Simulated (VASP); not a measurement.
# HfSbAu4 (F-43m) in VASP: further runs

Runs on HfSbAu4. Level: PBE. Tasks: single point.

All numbers are computed with VASP 6.6.1; they aren't measurements. Logs are shortened: lines on timing, memory, paths and dates and some standing lists are left out, and cuts for length are marked.

## 1. The cell of the first run

It takes space group F-43m (No. 216, cubic). The conventional cell has a = 7.861 Å, b = 7.861 Å, c = 7.861 Å, α = 90.00°, β = 90.00°, γ = 90.00°. Within 4.3 Å of Hf (site symmetry -43m) lie 12 Au at 3.26 Å and 4 Sb at 3.40 Å. Within 4.3 Å of Sb (site symmetry -43m) lie 12 Au at 3.26 Å and 4 Hf at 3.40 Å. Within 3.7 Å of Au (site symmetry 3m) lie 6 Au at 2.77 to 2.79 Å and 3 Hf at 3.26 Å and 3 Sb at 3.26 Å.

## 2. Single point, PBE

Input file INCAR:

```
SYSTEM = HfSbAu4
ALGO = Fast
EDIFF = 1E-7
ENCUT = 520
GGA = PE
ISIF = 2
ISMEAR = 0
LASPH = .True.
LCHARG = .False.
LREAL = .False.
LWAVE = .False.
NBANDS = 38
NELM = 80
PREC = Accurate
SIGMA = 0.1
```

Input file KPOINTS:

```
k-points
0
Gamma
  4 4 4
  0 0 0
```

Input file POSCAR:

```
HfSbAu4
1.0
    0.0000000000      3.9304477613      3.9304477613
    3.9304477613      0.0000000000      3.9304477613
    3.9304477613      3.9304477613      0.0000000000
Hf Sb Au
1 1 4
Direct
    0.5000000000      0.5000000000      0.5000000000
    0.7500000000      0.7500000000      0.7500000000
    0.1254450778      0.1254450778      0.1254450778
    0.1254450778      0.1254450778      0.6236647667
    0.1254450778      0.6236647667      0.1254450778
    0.6236647667      0.1254450778      0.1254450778
```

Potentials or basis: VASP PAW PBE potentials, release 64 (Hf_pv, Sb, Au).

On the command line:

```console
$ cat potpaw_PBE.64/Hf_pv/POTCAR potpaw_PBE.64/Sb/POTCAR potpaw_PBE.64/Au/POTCAR > POTCAR
$ mpirun -np 1 vasp_std > vasp.out
```

OUTCAR:

```text
SYSTEM = HfSbAu4
   EDIFF = 1E-7
   ENCUT = 520
   GGA = PE
   ISIF = 2
   ISMEAR = 0
   LASPH = .True.
   LREAL = .False.
   NELM = 80
   PREC = Accurate

 ion  position               nearest neighbor table
   1  0.500  0.500  0.500-   4 3.26   5 3.26   6 3.26   3 3.26   3 3.26   3 3.26   6 3.26   4 3.26
                             4 3.26   5 3.26   5 3.26   6 3.26   2 3.40   2 3.40   2 3.40   2 3.40
   2  0.750  0.750  0.750-   5 3.26   6 3.26   4 3.26   6 3.26   4 3.26   5 3.26   3 3.26   3 3.26
                             3 3.26   4 3.26   6 3.26   5 3.26   1 3.40   1 3.40   1 3.40   1 3.40
   3  0.125  0.125  0.125-   4 2.77   5 2.77   6 2.77   4 2.79   5 2.79   6 2.79   1 3.26   1 3.26
                             1 3.26   2 3.26   2 3.26   2 3.26
   4  0.125  0.125  0.624-   3 2.77   5 2.77   6 2.77   3 2.79   5 2.79   6 2.79   1 3.26   1 3.26
                             1 3.26   2 3.26   2 3.26   2 3.26
   5  0.125  0.624  0.125-   3 2.77   4 2.77   6 2.77   4 2.79   3 2.79   6 2.79   1 3.26   1 3.26
                             1 3.26   2 3.26   2 3.26   2 3.26
   6  0.624  0.125  0.125-   3 2.77   4 2.77   5 2.77   3 2.79   4 2.79   5 2.79   1 3.26   1 3.26
                             1 3.26   2 3.26   2 3.26   2 3.26

  LATTYP: Found a face centered cubic cell.
 ALAT       =     7.8608955226

  Lattice vectors:

 A1 = (   0.0000000000,   3.9304477613,   3.9304477613)
 A2 = (   3.9304477613,   0.0000000000,   3.9304477613)
 A3 = (   3.9304477613,   3.9304477613,   0.0000000000)

Analysis of symmetry for initial positions (statically):
=====================================================================
 Subroutine PRICEL returns:
 Original cell was already a primitive cell.

 Routine SETGRP: Setting up the symmetry group for a
 face centered cubic supercell.

 Subroutine GETGRP returns: Found 24 space group operations
 (whereof 24 operations were pure point group operations)
 out of a pool of 48 trial point group operations.

The static configuration has the point symmetry T_d .

Analysis of symmetry for dynamics (positions and initial velocities):
=====================================================================
 Subroutine PRICEL returns:
 Original cell was already a primitive cell.

 Routine SETGRP: Setting up the symmetry group for a
 face centered cubic supercell.

 Subroutine GETGRP returns: Found 24 space group operations
 (whereof 24 operations were pure point group operations)
 out of a pool of 48 trial point group operations.

The dynamic configuration has the point symmetry T_d .

 Subroutine INISYM returns: Found 24 space group operations
 (whereof 24 operations are pure point group operations),
 and found     1 'primitive' translations

----------------------------------------------------------------------------------------

                                     Primitive cell

  volume of cell :     121.4384

  direct lattice vectors                    reciprocal lattice vectors
     0.000000000  3.930447761  3.930447761    -0.127211969  0.127211969  0.127211969
     3.930447761  0.000000000  3.930447761     0.127211969 -0.127211969  0.127211969
     3.930447761  3.930447761  0.000000000     0.127211969  0.127211969 -0.127211969

  length of vectors
     5.558492530  5.558492530  5.558492530     0.220337594  0.220337594  0.220337594

  position of ions in fractional coordinates (direct lattice)
     0.500000000  0.500000000  0.500000000
     0.750000000  0.750000000  0.750000000
     0.125445078  0.125445078  0.125445078
     0.125445078  0.125445078  0.623664767
     0.125445078  0.623664767  0.125445078
     0.623664767  0.125445078  0.125445078

  ion indices of the primitive-cell ions
   primitive index   ion index
                 1           1
                 2           2
                 3           3
                 4           4
                 5           5
                 6           6

----------------------------------------------------------------------------------------

 KPOINTS: k-points

Automatic generation of k-mesh.
 Grid dimensions read from file:
 generate k-points for:    4    4    4

 Generating k-lattice:

  Cartesian coordinates                     Fractional coordinates (reciprocal lattice)
    -0.031802992  0.031802992  0.031802992     0.250000000  0.000000000  0.000000000
     0.031802992 -0.031802992  0.031802992     0.000000000  0.250000000  0.000000000
     0.031802992  0.031802992 -0.031802992     0.000000000  0.000000000  0.250000000

  Length of vectors
     0.055084399  0.055084399  0.055084399

  Shift w.r.t. Gamma in fractional coordinates (k-lattice)
     0.000000000  0.000000000  0.000000000

 Subroutine IBZKPT returns following result:
 ===========================================

 Found      8 irreducible k-points:

 Following reciprocal coordinates:
            Coordinates               Weight
  0.000000  0.000000  0.000000      1.000000
  0.250000  0.000000  0.000000      8.000000
  0.500000  0.000000  0.000000      4.000000
  0.250000  0.250000  0.000000      6.000000
  0.500000  0.250000  0.000000     24.000000
 -0.250000  0.250000  0.000000     12.000000
  0.500000  0.500000  0.000000      3.000000
 -0.250000  0.500000  0.250000      6.000000
   k-points           NKPTS =      8   k-points in BZ     NKDIM =      8   number of bands    NBANDS=     38
   number of dos      NEDOS =    301   number of ions     NIONS =      6
   total plane-waves  NPLWV =  74088
   dimension x,y,z NGX =    42 NGY =   42 NGZ =   42
   dimension x,y,z NGXF=    84 NGYF=   84 NGZF=   84
   ions per type =               1   1   4
   NGX,Y,Z   is equivalent  to a cutoff of  12.56, 12.56, 12.56 a.u.
   NGXF,Y,Z  is equivalent  to a cutoff of  25.12, 25.12, 25.12 a.u.
 SYSTEM =  HfSbAu4
   PREC   = accura    normal or accurate (medium, high low for compatibility)
   ISTART =      0    job   : 0-new  1-cont  2-samecut
   ICHARG =      2    charge: 1-file 2-atom 10-const
   ISPIN  =      1    spin polarized calculation?
   LNONCOLLINEAR =      F non collinear calculations
   LSORBIT =      F    spin-orbit coupling
   LASPH  =      T    aspherical Exc in radial PAW
   ENCUT  =  520.0 eV  38.22 Ry    6.18 a.u.  10.34 10.34 10.34*2*pi/ulx,y,z
   NELM   =     80;   NELMIN=  2; NELMDL= -5     # of ELM steps
   EDIFF  = 0.1E-06   stopping-criterion for ELM
   LREAL  =      F    real-space projection
   EDIFFG = 0.1E-05   stopping-criterion for IOM
   NSW    =      0    number of steps for IOM
   IBRION =     -1    ionic relax: 0-MD 1-quasi-New 2-CG
   NFREE  =      0    steps in history (QN), initial steepest desc. (CG)
   ISIF   =      2    stress and relaxation
   ISYM   =      2    0-nonsym 1-usesym 2-fastsym
   POTIM  = 0.5000    time-step for ionic-motion
   TEBEG  =    0.0;   TEEND  =   0.0 temperature during run
   PSTRESS=    0.0 pullay stress
   NELECT =      59.0000    total number of electrons
   NUPDOWN=      -1.0000    fix difference up-down
   EMIN   =  10.00;   EMAX   =-10.00  energy-range for DOS
   EFERMI =   0.00;   METHOD = LEGACY
   ISMEAR =     0;   SIGMA  =   0.10  broadening in eV -4-tet -1-fermi 0-gaus
   EFERMI_NEDOS =   21; number of points for ismear=-14 and -15
   IALGO  =     68    algorithm
   IMIX   =      4    mixing-type and parameters
     AMIX     =   0.40;   BMIX     =  1.00
     AMIX_MAG =   1.60;   BMIX_MAG =  1.00
  volume/ion in A,a.u.               =      20.24       136.58
  Fermi-wavevector in a.u.,A,eV,Ry     =   1.286985  2.432049 22.535742  1.656330
  Thomas-Fermi vector in A             =   2.419027
   LORBIT       =      0    0 simple, 1 ext, 2 COOP (PROOUT), +10 PAW based schemes
   GGA     = PE    functional components
   LHFCALC =     F    Hartree Fock is set to
   AEXX    =    0.0000 exact exchange contribution
   IVDW    =     0    specifies the selected vdW correction
   LEPSILON=     F    determine dielectric tensor
   LRPA    =     F    only Hartree local field effects (RPA)
 non-spin polarized calculation
 RMM-DIIS sequential band-by-band and
 Gauss-broadening in eV      SIGMA  =   0.10
  energy-cutoff  :      520.00
  volume of cell :      121.44
 maximum number of plane-waves:      3294
 NGX is ok and might be reduce to    42
   NGX = 21   NGY = 21   NGZ = 21

 number of electron      58.9999992 magnetization

 Free energy of the ion-electron system (eV)
  ---------------------------------------------------
  ext. energy  EPLUGINS =         0.00000000
  ---------------------------------------------------
  free energy    TOTEN  =       -26.97742090 eV

  energy without entropy =      -26.95709038  energy(sigma->0) =      -26.96725564

 E-fermi :   8.4810     XC(G=0): -11.7097

 val. band max:        8.3968126579   @ k =   0.2500   0.0000   0.0000
 cond. band min:       8.5247813242   @ k =  -0.2500   0.2500   0.0000
 fundamental gap:      0.1279686663
 Fermi energy:         8.4809538974

 k-point     1 :       0.0000    0.0000    0.0000
  band No.  band energies     occupation
      1     -24.0630      2.00000
      2     -24.0630      2.00000
      3     -24.0630      2.00000
      4      -2.5221      2.00000
      5       0.0603      2.00000
      6       1.6115      2.00000
[... 30 lines left out ...]
     37      11.2902      0.00000
     38      11.9653      0.00000

 k-point     2 :       0.2500    0.0000    0.0000
  band No.  band energies     occupation
      1     -24.0636      2.00000
      2     -24.0630      2.00000
      3     -24.0630      2.00000
      4      -2.1177      2.00000
      5       0.1953      2.00000
      6       1.6465      2.00000
[... 30 lines left out ...]
     37      11.6357      0.00000
     38      13.1637      0.00000
[... 203 lines left out ...]
     37      12.3369      0.00000
     38      12.9394      0.00000

 k-point     8 :      -0.2500    0.5000    0.2500
  band No.  band energies     occupation
      1     -24.0637      2.00000
      2     -24.0636      2.00000
      3     -24.0633      2.00000
      4      -1.3289      2.00000
      5       1.1960      2.00000
      6       1.2650      2.00000
[... 30 lines left out ...]
     37      12.0633      0.00000
     38      13.4479      0.00000

------------------------ aborting loop because EDIFF is reached ----------------------------------------

  FORCE on cell =-STRESS in cart. coord.  units (eV):
  Direction    XX          YY          ZZ          XY          YZ          ZX
  --------------------------------------------------------------------------------------
  -------------------------------------------------------------------------------------
  Total       -0.3432708     -0.3432708     -0.3432708      0.0000000      0.0000000      0.0000000
  in kB       -4.5288863     -4.5288863     -4.5288863      0.0000000      0.0000000      0.0000000
  external PRESSURE =      -4.5288863 kB  Pullay stress =       0.0000000 kB

 VOLUME and BASIS-vectors are now :
 -----------------------------------------------------------------------------
  energy-cutoff  :      520.00
  volume of cell :      121.44
      direct lattice vectors                 reciprocal lattice vectors
     0.000000000  3.930447761  3.930447761    -0.127211969  0.127211969  0.127211969
     3.930447761  0.000000000  3.930447761     0.127211969 -0.127211969  0.127211969
     3.930447761  3.930447761  0.000000000     0.127211969  0.127211969 -0.127211969

 POSITION                                       TOTAL-FORCE (eV/Angst)
 -----------------------------------------------------------------------------------
      3.93045      3.93045      3.93045         0.000000      0.000000      0.000000
      5.89567      5.89567      5.89567         0.000000      0.000000      0.000000
      0.98611      0.98611      0.98611         0.001406      0.001406      0.001406
      2.94434      2.94434      0.98611        -0.001406     -0.001406      0.001406
      2.94434      0.98611      2.94434        -0.001406      0.001406     -0.001406
      0.98611      2.94434      2.94434         0.001406     -0.001406     -0.001406
 -----------------------------------------------------------------------------------
    total drift:                               -0.000000     -0.000000     -0.000000

  FREE ENERGIE OF THE ION-ELECTRON SYSTEM (eV)
  ---------------------------------------------------
  free  energy   TOTEN  =       -26.9774208971 eV

  energy  without entropy=      -26.9570903760  energy(sigma->0) =      -26.96725564
```

It took 28 s on 1 thread of Intel Xeon 6975P-C (Granite Rapids), shared host; peak memory 0.27 GiB.

Results:

```
Free energy : -26.9774 eV
Pressure    : -0.5 GPa
```

Forces on the atoms (eV/Å):
```
Hf   0.000  0.000  0.000
Sb   0.000  0.000  0.000
Au   0.001  0.001  0.001
Au  -0.001 -0.001  0.001
Au  -0.001  0.001 -0.001
Au   0.001 -0.001 -0.001
```

Caveat: spin-orbit coupling is left out, which moves the levels of the heavy elements.

## 3. Single point, PBE

This run uses another cell than the first one, of 21.59 Å³/atom, 1.067 times its volume.

Input file INCAR:

```
SYSTEM = HfSbAu4
PREC = Accurate
ENCUT = 520
EDIFF = 1E-6
ISMEAR = 0
SIGMA = 0.1
LREAL = .FALSE.
LASPH = .TRUE.
NELM = 80
ALGO = Normal
ISIF = 2
LWAVE = .FALSE.
LCHARG = .FALSE.
GGA = PE
NBANDS = 38
```

Input file KPOINTS:

```
Automatic mesh
0
G
  4 4 4
  0 0 0
```

Input file POSCAR:

```
HfSbAu4
1.0
    0.0000000000      4.0159918000      4.0159918000
    4.0159918000      0.0000000000      4.0159918000
    4.0159918000      4.0159918000      0.0000000000
Hf Sb Au
1 1 4
Direct
    0.5000000000      0.5000000000      0.5000000000
    0.7500000000      0.7500000000      0.7500000000
    0.1291228800      0.1291228800      0.1291228800
    0.1291228800      0.1291228800      0.6126313700
    0.1291228800      0.6126313700      0.1291228800
    0.6126313700      0.1291228800      0.1291228800
```

Potentials or basis: VASP PAW PBE potentials, release 64 (Hf_pv, Sb, Au).

On the command line:

```console
$ cat potpaw_PBE.64/Hf_pv/POTCAR potpaw_PBE.64/Sb/POTCAR potpaw_PBE.64/Au/POTCAR > POTCAR
$ mpirun -np 1 vasp_std > vasp.out
```

Run time: 26 s. Hardware: 1 thread of Intel Xeon 6975P-C (Granite Rapids), shared host; peak memory 0.26 GiB.

The run converged. Its results:

- Free energy: -26.6539 eV
- Pressure: -6.3 GPa
- Largest force: 1.250 eV/Å

Forces on the atoms (eV/Å):
```
Hf   0.000  0.000  0.000
Sb   0.000  0.000  0.000
Au  -0.722 -0.722 -0.722
Au   0.722  0.722 -0.722
Au   0.722 -0.722  0.722
Au  -0.722  0.722  0.722
```

Levels at points of the mesh, in eV from the Fermi level:
```tsv
k point	band 25	band 26	band 27	band 28	band 29	band 30	band 31	band 32	band 33	band 34
(0.00, 0.00, 0.00)	-2.09	-1.92	-1.92	-1.92	-0.66	-0.66	-0.01	1.49	1.49	1.49
(0.50, 0.00, 0.00)	-3.09	-1.92	-1.62	-1.62	-0.94	0.31	0.31	0.49	0.49	1.86
(0.50, 0.50, 0.00)	-3.37	-3.33	-1.48	-1.27	-1.27	0.61	0.61	0.80	1.18	1.98
```

Caveat: spin-orbit coupling is left out, which moves the levels of the heavy elements; forces of over 1 eV/Å act on the atoms, so gaps and moduli don't describe the material at rest.
